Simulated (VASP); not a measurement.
Wanted: the native input for a VASP 6.6.1 run.

```yaml
Task: single point
Functional: PBEsol
Potentials_or_basis: VASP PAW PBE potentials, release 64 (Li_sv, H)
Cutoff: 520 eV
k_mesh: 14 × 14 × 14
Occupations: gaussian, width 0.05 eV
Spin: no spin polarisation
Dipole_correction: no
Further_INCAR_settings: ALGO = Normal; EDIFF = 1e-07; NBANDS = 9
```

The structure of LiH lies in POSCAR:

```
LiH
1.0
   -0.0099498194      1.9899638738      1.9899638738
    1.9800140544      0.0000000000      1.9800140544
    1.9899638738      1.9899638738     -0.0099498194
Li H
1 1
Direct
    0.0000000000      0.0000000000      0.0000000000
    0.5000000000      0.5000000000      0.5000000000
```

One way to write it, as run:

INCAR

```
SYSTEM = LiH
PREC = Accurate ; ENCUT = 520
EDIFF = 1E-7 ; ISMEAR = 0
SIGMA = 0.05 ; LREAL = .False.
LASPH = .True. ; NELM = 100
ALGO = Normal ; ISIF = 2
LWAVE = .False. ; LCHARG = .False.
GGA = PS ; NBANDS = 9
```

KPOINTS

```
Automatic mesh
0
Gamma
  14 14 14
  0 0 0
```

Potentials or basis: VASP PAW PBE potentials, release 64 (Li_sv, H).

Run with:

```console
$ cat potpaw_PBE.64/Li_sv/POTCAR potpaw_PBE.64/H/POTCAR > POTCAR
$ mpirun -np 1 vasp_std > vasp.out
```

It gave:

| Item | Value |
| --- | --- |
| Band gap on the k mesh | 2.73 eV, indirect (the least direct gap lies 0.5 meV higher) |

Wall time 20 s on 1 thread of Intel(R) Xeon(R) 6975P-C (Granite Rapids) (shared host), peak memory 0.17 GiB.
